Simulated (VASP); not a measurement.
Here is a VASP 6.6.1 calculation.

File INCAR:

```
PREC     = Accurate       # precision mode
ENCUT    = 520            # plane-wave cutoff, eV
EDIFF    = 1E-6           # SCF threshold, eV
ISMEAR   = -1             # smearing method
SIGMA    = 0.002          # smearing width, eV
LREAL    = Auto         
LASPH    = True           # aspherical terms in the spheres
NELM     = 80             # most SCF steps
ALGO     = Normal         # electronic algorithm
ISIF     = 2              # what is computed and relaxed
LWAVE    = False          # write WAVECAR
LCHARG   = False          # write CHGCAR
GGA      = PE             # functional
NBANDS   = 66             # bands
```

Contents of KPOINTS:

```
Automatic mesh
0
Gamma
  2 2 1
```

The input POSCAR:

```
MgO
1.0
    5.5677590000      0.0000000000      0.0000000000
    2.7838790000      4.8218210000      0.0000000000
    0.0000000000      0.0000000000     17.6825700000
Mg O
12 12
Direct
    0.0000000000      0.0000000000      0.0565528653
   -0.0000060056      0.4999978224      0.0565528653
    0.5000036819      0.0000000000      0.0565528653
    0.4999976763      0.4999978224      0.0565528653
    0.6682949286      0.7072846545      0.2052755906
    0.6644819181      0.2175111851      0.2007174296
    0.1448813026      0.6561836286      0.2056544948
    0.1778222193      0.1671152869      0.2057676005
    0.3516225779      0.3830088259      0.3642796268
    0.3535958485      0.8863041577      0.3554347586
    0.8642778640      0.3630578572      0.3608581784
    0.8277843339      0.9059647797      0.3480885414
    0.3333283089      0.8333366170      0.1208251968
    0.3333343145      0.3333387946      0.1208251968
    0.8333319908      0.8333366170      0.1208251968
    0.8333379965      0.3333387946      0.1208251968
   -0.0037653170      0.5000807786      0.2688127348
   -0.0001273993      0.0213404853      0.2675063636
    0.4785229888      0.5693492147      0.2726922614
    0.5010614255      0.0519098490      0.2725508792
    0.7172435724      0.2087593048      0.4271777236
    0.6875408848      0.7132989798      0.4069600742
    0.1687563162      0.2193362217      0.4282974703
    0.2025595854      0.7288740084      0.4305369638
```

Potentials or basis: VASP PAW PBE potentials, release 64 (Mg, O).

Launch:

```console
$ cat potpaw_PBE.64/Mg/POTCAR potpaw_PBE.64/O/POTCAR > POTCAR
$ mpirun -np 1 vasp_std > vasp.out
```

Predict the band gap on the k mesh.

zero (bands 48 and 49 overlap by 0.29 eV).

Estimate the largest force.

3.238 eV/Å.

Forces in eV/Å, atoms in the order of the input:
```
Mg  -0.009 -0.060 -0.173
Mg  -0.022 -0.016 -0.349
Mg   0.057  0.039 -0.303
Mg  -0.020  0.110 -0.289
Mg  -1.365 -0.368  0.470
Mg  -0.386 -0.354  1.290
Mg   2.761  1.683 -0.163
Mg  -0.271 -0.072 -0.314
Mg   0.117  0.550  0.059
Mg  -0.975 -0.043 -0.847
Mg  -0.008  1.224 -1.918
Mg   0.538 -1.137  0.379
O    0.213  0.167  0.565
O    0.074  0.131  1.057
O    0.056  0.145  0.934
O    0.375  0.340  0.371
O    0.137  0.565  0.580
O   -0.536 -0.096  0.364
O   -0.410 -1.530 -0.440
O    0.237 -0.164 -0.298
O   -1.286 -0.602 -0.518
O    0.606  0.032  1.279
O    0.773 -0.708 -0.573
O   -0.656  0.163 -1.161
```

Caveat: the k points lie up to 0.65 Å⁻¹ apart; the atoms stand as in a frame of molecular dynamics.
